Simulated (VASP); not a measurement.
# GaN (P6_3mc) in VASP: a series of runs

The runs below take GaN through single point, relaxation of cell and atoms, with PBEsol.

Program: VASP 6.6.1. These are calculated values, not measurements. Logs are shortened: lines on timing, memory, paths and dates and some standing lists are left out, and cuts for length are marked.

**What was measured.**

From “Studying electronic properties in GaN without electrical contacts using γ-γ vs e−-γ Perturbed Angular Correlations”, 2019, pmc:6823545, for a bulk crystal of GaN: band gap 3.503 ± 0.005 eV (direct).

The runs below are set against these values where they give the same quantity.

**1. The cell of the first run**

Symmetry: P6_3mc, No. 186, hexagonal system. Conventional cell: a = 3.182 Å, b = 3.182 Å, c = 5.185 Å, α = 90.00°, β = 90.00°, γ = 120.00°. Ga (site symmetry 3m) has 4 N at 1.95 Å within 2.6 Å. N (site symmetry 3m) has 4 Ga at 1.95 Å within 2.6 Å.

**2. Single point, PBEsol**

Contents of INCAR:

```
ALGO = Normal ; EDIFF = 1E-7
ENCUT = 520 ; GGA = PS
ISIF = 2 ; ISMEAR = -1
LASPH = True ; LCHARG = False
LREAL = False ; LWAVE = False
NBANDS = 26 ; NELM = 80
PREC = Accurate ; SIGMA = 0.05
```

Contents of KPOINTS:

```
k-points
0
Gamma
  10 10 5
```

Contents of POSCAR:

```
GaN
1.0
    3.1824897609      0.0000000000      0.0000000000
   -1.5912448804      2.7561169802      0.0000000000
    0.0000000000      0.0000000000      5.1852078470
Ga N
2 2
Direct
    0.6666666667      0.3333333333      0.4991902549
    0.3333333333      0.6666666667     -0.0008097451
    0.6666666667      0.3333333333      0.8758097451
    0.3333333333      0.6666666667      0.3758097451
```

Potentials or basis: VASP PAW PBE potentials, release 64 (Ga_d, N).

On the command line:

```sh
$ cat potpaw_PBE.64/Ga_d/POTCAR potpaw_PBE.64/N/POTCAR > POTCAR
$ mpirun -np 1 vasp_std > vasp.out
```

OUTCAR:

```text
EDIFF = 1E-7
   ENCUT = 520
   GGA = PS
   ISIF = 2
   ISMEAR = -1
   LASPH = True
   LREAL = False
   NELM = 80
   PREC = Accurate

 ion  position               nearest neighbor table
   1  0.667  0.333  0.499-   4 1.95   4 1.95   4 1.95   3 1.95
   2  0.333  0.667  0.999-   3 1.95   3 1.95   3 1.95   4 1.95
   3  0.667  0.333  0.876-   2 1.95   2 1.95   2 1.95   1 1.95
   4  0.333  0.667  0.376-   1 1.95   1 1.95   1 1.95   2 1.95

  LATTYP: Found a hexagonal cell.
 ALAT       =     3.1824897609
 C/A-ratio  =     1.6292928608

  Lattice vectors:

 A1 = (   3.1824897609,   0.0000000000,   0.0000000000)
 A2 = (  -1.5912448804,   2.7561169802,   0.0000000000)
 A3 = (   0.0000000000,   0.0000000000,   5.1852078470)

Analysis of symmetry for initial positions (statically):
=====================================================================
 Subroutine PRICEL returns:
 Original cell was already a primitive cell.

 Routine SETGRP: Setting up the symmetry group for a
 hexagonal supercell.

 Subroutine GETGRP returns: Found 12 space group operations
 (whereof  6 operations were pure point group operations)
 out of a pool of 24 trial point group operations.

The static configuration has the point symmetry C_3v.
 The point group associated with its full space group is C_6v.

Analysis of symmetry for dynamics (positions and initial velocities):
=====================================================================
 Subroutine PRICEL returns:
 Original cell was already a primitive cell.

 Routine SETGRP: Setting up the symmetry group for a
 hexagonal supercell.

 Subroutine GETGRP returns: Found 12 space group operations
 (whereof  6 operations were pure point group operations)
 out of a pool of 24 trial point group operations.

The dynamic configuration has the point symmetry C_3v.
 The point group associated with its full space group is C_6v.

 Subroutine INISYM returns: Found 12 space group operations
 (whereof  6 operations are pure point group operations),
 and found     1 'primitive' translations

----------------------------------------------------------------------------------------

                                     Primitive cell

  volume of cell :      45.4811
[... 82 lines left out ...]
   NGXF,Y,Z  is equivalent  to a cutoff of  25.07, 25.07, 25.65 a.u.
 SYSTEM =  unknown system
   PREC   = accura    normal or accurate (medium, high low for compatibility)
   ISTART =      0    job   : 0-new  1-cont  2-samecut
   ICHARG =      2    charge: 1-file 2-atom 10-const
   ISPIN  =      1    spin polarized calculation?
   LNONCOLLINEAR =      F non collinear calculations
   LSORBIT =      F    spin-orbit coupling
   LASPH  =      T    aspherical Exc in radial PAW
   ENCUT  =  520.0 eV  38.22 Ry    6.18 a.u.   5.92  5.92  9.64*2*pi/ulx,y,z
   NELM   =     80;   NELMIN=  2; NELMDL= -5     # of ELM steps
   EDIFF  = 0.1E-06   stopping-criterion for ELM
   LREAL  =      F    real-space projection
   EDIFFG = 0.1E-05   stopping-criterion for IOM
   NSW    =      0    number of steps for IOM
   IBRION =     -1    ionic relax: 0-MD 1-quasi-New 2-CG
   NFREE  =      0    steps in history (QN), initial steepest desc. (CG)
   ISIF   =      2    stress and relaxation
   ISYM   =      2    0-nonsym 1-usesym 2-fastsym
   POTIM  = 0.5000    time-step for ionic-motion
   TEBEG  =    0.0;   TEEND  =   0.0 temperature during run
   PSTRESS=    0.0 pullay stress
   NELECT =      36.0000    total number of electrons
   NUPDOWN=      -1.0000    fix difference up-down
   EMIN   =  10.00;   EMAX   =-10.00  energy-range for DOS
   EFERMI =   0.00;   METHOD = LEGACY
   ISMEAR =    -1;   SIGMA  =   0.05  broadening in eV -4-tet -1-fermi 0-gaus
   EFERMI_NEDOS =   21; number of points for ismear=-14 and -15
   IALGO  =     38    algorithm
   IMIX   =      4    mixing-type and parameters
     AMIX     =   0.40;   BMIX     =  1.00
     AMIX_MAG =   1.60;   BMIX_MAG =  1.00
  volume/ion in A,a.u.               =      11.37        76.73
  Fermi-wavevector in a.u.,A,eV,Ry     =   1.514370  2.861745 31.202473  2.293317
  Thomas-Fermi vector in A             =   2.624037
   LORBIT       =      0    0 simple, 1 ext, 2 COOP (PROOUT), +10 PAW based schemes
   GGA     = PS    functional components
   LHFCALC =     F    Hartree Fock is set to
   AEXX    =    0.0000 exact exchange contribution
   IVDW    =     0    specifies the selected vdW correction
   LEPSILON=     F    determine dielectric tensor
   LRPA    =     F    only Hartree local field effects (RPA)
 non-spin polarized calculation
  energy-cutoff  :      520.00
  volume of cell :       45.48
 maximum number of plane-waves:      1244
 NGX is ok and might be reduce to    24
   NGX = 11   NGY = 11   NGZ = 19

 number of electron      35.9999993 magnetization

 Free energy of the ion-electron system (eV)
  ---------------------------------------------------
  ext. energy  EPLUGINS =         0.00000000
  ---------------------------------------------------
  free energy    TOTEN  =       -26.26851147 eV

  energy without entropy =      -26.26851147  energy(sigma->0) =      -26.26851147

 E-fermi :   6.2308     XC(G=0): -11.9289

 val. band max:        5.2371490808   @ k =   0.0000   0.0000   0.0000
 cond. band min:       7.1317935461   @ k =   0.0000   0.0000   0.0000
 fundamental gap:      1.8946444653
 Fermi energy:         6.2308484016

 k-point     1 :       0.0000    0.0000    0.0000
  band No.  band energies     occupation
      1     -10.7809      2.00000
      2      -9.8115      2.00000
      3      -8.1678      2.00000
      4      -8.1520      2.00000
      5      -8.1520      2.00000
      6      -8.0892      2.00000
[... 685 lines left out ...]
     25      17.0357      0.00000
     26      18.5158      0.00000

 [... further k-points ...]
[... 5 lines left out ...]
  --------------------------------------------------------------------------------------
  -------------------------------------------------------------------------------------
  Total       -0.0571172     -0.0571172     -0.0463088     -0.0000000      0.0000000      0.0000000
  in kB       -2.0120852     -2.0120852     -1.6313343     -0.0000000      0.0000000      0.0000000
  external PRESSURE =      -1.8851682 kB  Pullay stress =       0.0000000 kB

 VOLUME and BASIS-vectors are now :
 -----------------------------------------------------------------------------
  energy-cutoff  :      520.00
  volume of cell :       45.48
      direct lattice vectors                 reciprocal lattice vectors
     3.182489761  0.000000000  0.000000000     0.314219393  0.181414651  0.000000000
    -1.591244880  2.756116980  0.000000000     0.000000000  0.362829302  0.000000000
     0.000000000  0.000000000  5.185207847     0.000000000  0.000000000  0.192856300

 POSITION                                       TOTAL-FORCE (eV/Angst)
 -----------------------------------------------------------------------------------
      1.59124      0.91871      2.58841        -0.000000      0.000000      0.000008
     -0.00000      1.83741      5.18101         0.000000      0.000000      0.000008
      1.59124      0.91871      4.54126         0.000000      0.000000     -0.000008
     -0.00000      1.83741      1.94865        -0.000000      0.000000     -0.000008
 -----------------------------------------------------------------------------------
    total drift:                               -0.000001     -0.000001     -0.000595

  FREE ENERGIE OF THE ION-ELECTRON SYSTEM (eV)
  ---------------------------------------------------
  free  energy   TOTEN  =       -26.2685114727 eV

  energy  without entropy=      -26.2685114726  energy(sigma->0) =      -26.26851147
```

OSZICAR:

```text
N       E                     dE             d eps       ncg     rms          rms(c)
DAV:   1     0.272293860662E+03    0.27229E+03   -0.17643E+04  2406   0.257E+03
DAV:   2     0.609664043933E+01   -0.26620E+03   -0.25186E+03  2328   0.483E+02
DAV:   3    -0.287364642139E+02   -0.34833E+02   -0.34327E+02  2656   0.142E+02
DAV:   4    -0.298864245114E+02   -0.11500E+01   -0.11449E+01  2552   0.278E+01
DAV:   5    -0.299128179908E+02   -0.26393E-01   -0.26364E-01  2704   0.413E+00    0.102E+01
DAV:   6    -0.262593941845E+02    0.36534E+01   -0.87491E+00  3626   0.486E+01    0.309E+00
DAV:   7    -0.263117069950E+02   -0.52313E-01   -0.12414E+00  2350   0.802E+00    0.262E+00
DAV:   8    -0.262893232413E+02    0.22384E-01   -0.19167E-01  3638   0.505E+00    0.114E+00
DAV:   9    -0.262680386362E+02    0.21285E-01   -0.59249E-02  3472   0.392E+00    0.354E-01
DAV:  10    -0.262686027007E+02   -0.56406E-03   -0.53857E-03  2298   0.512E-01    0.127E-01
DAV:  11    -0.262685221564E+02    0.80544E-04   -0.62670E-04  3260   0.481E-01    0.673E-02
DAV:  12    -0.262685358231E+02   -0.13667E-04   -0.82678E-05  2302   0.614E-02    0.863E-02
DAV:  13    -0.262685182810E+02    0.17542E-04   -0.17272E-05  3200   0.430E-02    0.525E-02
DAV:  14    -0.262685135341E+02    0.47469E-05   -0.80872E-06  3462   0.241E-02    0.252E-02
DAV:  15    -0.262685126217E+02    0.91242E-06   -0.97257E-07  3358   0.975E-03    0.178E-02
DAV:  16    -0.262685116291E+02    0.99258E-06   -0.11038E-06  2718   0.149E-02    0.714E-03
DAV:  17    -0.262685114973E+02    0.13185E-06   -0.49693E-07  2250   0.492E-03    0.215E-03
DAV:  18    -0.262685114727E+02    0.24568E-07   -0.52026E-08  1208   0.170E-03
   1 F= -.26268511E+02 E0= -.26268511E+02  d E =-.102418E-09
```

Wall time 37 s (1 thread of AMD EPYC 9R45 (Zen 5), shared host); peak memory 0.15 GiB.

Results:

| Quantity | Value |
| --- | --- |
| Free energy | -26.2685 eV |
| Pressure | -0.2 GPa |
| Band gap on the k mesh | 1.89 eV, direct |

Caveat: the PAW data sets were made with another functional, which shifts forces and pressure a little.

**3. Relaxation of cell and atoms, PBEsol, target pressure 5 GPa, at which the enthalpy is minimised**

This run uses another cell than the first one, of 11.31 Å³/atom, 0.995 times its volume.

Contents of INCAR:

```
SYSTEM = GaN
ALGO = Normal ; EDIFF = 1E-7
EDIFFG = -0.01 ; ENCUT = 600
GGA = PS ; IBRION = 2
ISIF = 3 ; ISMEAR = -1
LASPH = .TRUE. ; LCHARG = .FALSE.
LREAL = .FALSE. ; LWAVE = .FALSE.
NELM = 80 ; NSW = 80
PREC = Accurate ; PSTRESS = 50.0
SIGMA = 0.05
```

Contents of KPOINTS:

```
k-points
0
G
  10 10 5
  0 0 0
```

Contents of POSCAR:

```
GaN
1.0
    3.1800000000      0.0000000000      0.0000000000
   -1.5900000000      2.7539607840      0.0000000000
    0.0000000000      0.0000000000      5.1660000000
Ga N
2 2
Direct
    0.6666666667      0.3333333333      0.5000000000
    0.3333333333      0.6666666667      0.0000000000
    0.6666666667      0.3333333333      0.8750000000
    0.3333333333      0.6666666667      0.3750000000
```

Potentials or basis: VASP PAW PBE potentials, release 64 (Ga_d, N).

On the command line:

```sh
$ cat potpaw_PBE.64/Ga_d/POTCAR potpaw_PBE.64/N/POTCAR > POTCAR
$ mpirun -np 1 vasp_std > vasp.out
```

OUTCAR:

```text
SYSTEM = GaN
   EDIFF = 1E-7
   EDIFFG = -0.01
   ENCUT = 600
   GGA = PS
   IBRION = 2
   ISIF = 3
   ISMEAR = -1
   LASPH = .TRUE.
   LREAL = .FALSE.
   NELM = 80
   NSW = 80
   PREC = Accurate
   PSTRESS = 50.0

 ion  position               nearest neighbor table
   1  0.667  0.333  0.500-   3 1.94   4 1.95   4 1.95   4 1.95
   2  0.333  0.667  0.000-   4 1.94   3 1.95   3 1.95   3 1.95
   3  0.667  0.333  0.875-   1 1.94   2 1.95   2 1.95   2 1.95
   4  0.333  0.667  0.375-   2 1.94   1 1.95   1 1.95   1 1.95

  LATTYP: Found a hexagonal cell.
 ALAT       =     3.1800000000
 C/A-ratio  =     1.6245283019

  Lattice vectors:

 A1 = (   3.1800000000,   0.0000000000,   0.0000000000)
 A2 = (  -1.5900000000,   2.7539607840,   0.0000000000)
 A3 = (   0.0000000000,   0.0000000000,   5.1660000000)

Analysis of symmetry for initial positions (statically):
=====================================================================
 Subroutine PRICEL returns:
 Original cell was already a primitive cell.

 Routine SETGRP: Setting up the symmetry group for a
 hexagonal supercell.

[... 171 lines left out ...]
  free energy    TOTEN  =       -26.26982198 eV

  energy without entropy =      -26.26982198  energy(sigma->0) =      -26.26982198

------------------------ aborting loop because EDIFF is reached ----------------------------------------

  FORCE on cell =-STRESS in cart. coord.  units (eV):
  Direction    XX          YY          ZZ          XY          YZ          ZX
  --------------------------------------------------------------------------------------
  -------------------------------------------------------------------------------------
  Total       -0.0147168     -0.0147168      0.5819925      0.0000000      0.0000000     -0.0000000
  in kB       -0.5211773     -0.5211773     20.6105077      0.0000000      0.0000000     -0.0000000
  external PRESSURE =     -43.4772823 kB  Pullay stress =      50.0000000 kB
[... 187 lines left out ...]
--------------------------------------- Ionic step        6  -------------------------------------------

 number of electron      35.9999990 magnetization

 Free energy of the ion-electron system (eV)
  ---------------------------------------------------
  ext. energy  EPLUGINS =         0.00000000
  ---------------------------------------------------
  free energy    TOTEN  =       -26.25481431 eV

  energy without entropy =      -26.25481431  energy(sigma->0) =      -26.25481431

 E-fermi :   6.5344     XC(G=0): -12.0744

 val. band max:        5.5379134199   @ k =   0.0000   0.0000   0.0000
 cond. band min:       7.6077461902   @ k =   0.0000   0.0000   0.0000
 fundamental gap:      2.0698327702
 Fermi energy:         6.5343913749

 k-point     1 :       0.0000    0.0000    0.0000
  band No.  band energies     occupation
      1     -10.7206      2.00000
      2      -9.6619      2.00000
      3      -7.8976      2.00000
      4      -7.8801      2.00000
      5      -7.8801      2.00000
      6      -7.8117      2.00000
[... 589 lines left out ...]
     21      12.8292      0.00000
     22      13.7312      0.00000

 [... further k-points ...]
[... 5 lines left out ...]
  --------------------------------------------------------------------------------------
  -------------------------------------------------------------------------------------
  Total        1.3905384      1.3905384      1.3647544      0.0000000      0.0000000     -0.0000000
  in kB       50.3184466     50.3184466     49.3854179      0.0000000      0.0000000     -0.0000000
  external PRESSURE =       0.0074370 kB  Pullay stress =      50.0000000 kB
[... 23 lines left out ...]
  energy  without entropy=      -26.2548143072  energy(sigma->0) =      -26.25481431

  enthalpy is  TOTEN    =       -24.8730760896 eV   P V=        1.3817382176

 reached required accuracy - stopping structural energy minimisation
```

OSZICAR:

```text
N       E                     dE             d eps       ncg     rms          rms(c)
DAV:   1     0.288405727793E+03    0.28841E+03   -0.19978E+04  1966   0.333E+03
DAV:   2     0.734960288305E+01   -0.28106E+03   -0.27215E+03  2058   0.563E+02
DAV:   3    -0.284419246333E+02   -0.35792E+02   -0.35454E+02  2124   0.163E+02
DAV:   4    -0.299135515693E+02   -0.14716E+01   -0.14672E+01  2622   0.351E+01
[... 54 lines left out ...]
DAV:   1    -0.262548426636E+02    0.44856E-03   -0.10630E-03  2618   0.570E-01    0.367E-02
DAV:   2    -0.262548211316E+02    0.21532E-04   -0.11810E-04  2580   0.223E-01    0.166E-02
DAV:   3    -0.262548147660E+02    0.63656E-05   -0.16790E-05  3340   0.940E-02    0.379E-03
DAV:   4    -0.262548143164E+02    0.44960E-06   -0.41167E-06  2010   0.197E-02    0.168E-03
DAV:   5    -0.262548143072E+02    0.91404E-08   -0.14641E-07  1426   0.375E-03
   6 F= -.24873076E+02 E0= -.24873076E+02  d E =-.188899E-04
```

CONTCAR:

```text
GaN
   1.00000000000000
     3.1534131314674601   -0.0000000000000000   -0.0000000000000000
    -1.5767065657337300    2.7309358804433543    0.0000000000000000
    -0.0000000000000000    0.0000000000000000    5.1413121536228621
  Ga              N
     2     2
Direct
     0.6666666667000030    0.3333333332999970    0.4993250640341343
     0.3333333332999970    0.6666666667000030    0.9993250640341343
     0.6666666667000030    0.3333333332999970    0.8756749359658657
     0.3333333332999970    0.6666666667000030    0.3756749359658657

  0.00000000E+00  0.00000000E+00  0.00000000E+00
  0.00000000E+00  0.00000000E+00  0.00000000E+00
  0.00000000E+00  0.00000000E+00  0.00000000E+00
  0.00000000E+00  0.00000000E+00  0.00000000E+00
```

Wall time 2.8 min (1 thread of AMD EPYC 9R45 (Zen 5), shared host); peak memory 0.18 GiB.

What came out:

| Quantity | Value |
| --- | --- |
| Free energy | -26.2548 eV |
| Relaxed volume | 11.07 Å³/atom |
| Relaxed cell | a = 3.153 Å, b = 3.153 Å, c = 5.141 Å, α = 90.00°, β = 90.00°, γ = 120.00° |
| Space group after relaxing (to 0.05 Å) | P6_3mc (No. 186) |
| Energy change on relaxing (the enthalpy is what falls) | +3.8 meV/atom |
| Ionic steps | 6 |
| Pressure after relaxing | 5.0 GPa |
| Largest force after relaxing | 0.004 eV/Å |
| Band gap on the k mesh | 2.07 eV, direct |

Forces in eV/Å, atoms in the order of the input:
```
Ga   0.000  0.000 -0.004
Ga   0.000  0.000 -0.004
N    0.000  0.000  0.004
N    0.000  0.000  0.004
```

Stress tensor (GPa, compression positive):
```
5.03 0.00 0.00
0.00 5.03 0.00
0.00 0.00 4.94
```

Step by step:
| step | energy change (eV) | largest force (eV/Å) | pressure (GPa) | volume (Å³) |
| --- | --- | --- | --- | --- |
| 1 | 0.0000 | 0.1310 | 0.65 | 45.24 |
| 2 | 0.0639 | 0.1222 | 10.11 | 43.26 |
| 3 | 0.0153 | 0.0155 | 5.00 | 44.27 |
| 4 | 0.0159 | 0.0130 | 5.11 | 44.25 |
| 5 | 0.0145 | 0.0007 | 4.83 | 44.29 |
| 6 | 0.0150 | 0.0040 | 5.00 | 44.28 |

Final structure:
```xyz
4
Lattice="3.1534 0.0000 0.0000 -1.5767 2.7309 0.0000 0.0000 0.0000 5.1413" Properties=species:S:1:pos:R:3 pbc="T T T"
Ga    1.5767    0.9103    2.5672
Ga    0.0000    1.8206    5.1378
N     1.5767    0.9103    4.5021
N     0.0000    1.8206    1.9315
```

Caveat: the cell is relaxed towards a set pressure, so the enthalpy falls and the energy may rise; the PAW data sets were made with another functional, which shifts forces and pressure a little.

(Part 1 of 3 ends here.)
